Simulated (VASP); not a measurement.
Input of a VASP 6.6.1 run:

Contents of INCAR:

```
SYSTEM = Ni
PREC = Accurate ; ENCUT = 520
EDIFF = 1E-6 ; ISMEAR = 0
SIGMA = 0.15 ; LREAL = .FALSE.
LASPH = .TRUE. ; NELM = 150
ALGO = Normal ; ISIF = 2
LWAVE = .FALSE. ; LCHARG = .TRUE.
ISPIN = 2 ; MAGMOM = 0.5
LORBIT = 11 ; NUPDOWN = 0.5
LMAXMIX = 4 ; GGA = CA
LELF = .TRUE. ; LVHAR = .TRUE.
NBANDS = 15
```

KPOINTS

```
Automatic mesh
0
G
  24 24 24
  0 0 0
```

File POSCAR:

```
Ni
1.0
    0.0000000000      1.7455396617      1.7455396617
    1.7455396617      0.0000000000      1.7455396617
    1.7455396617      1.7455396617      0.0000000000
Ni
1
Direct
    0.0000000000      0.0000000000      0.0000000000
```

Potentials or basis: VASP PAW LDA potentials, release 64 (Ni).

Command:

```bash
$ cat potpaw_LDA.64/Ni/POTCAR > POTCAR
$ mpirun -np 1 vasp_std > vasp.out
```

(1) Estimate the pressure.

## Answers

(1) -13.1 GPa.

Caveat: the total moment is fixed, so each spin has its own Fermi level.
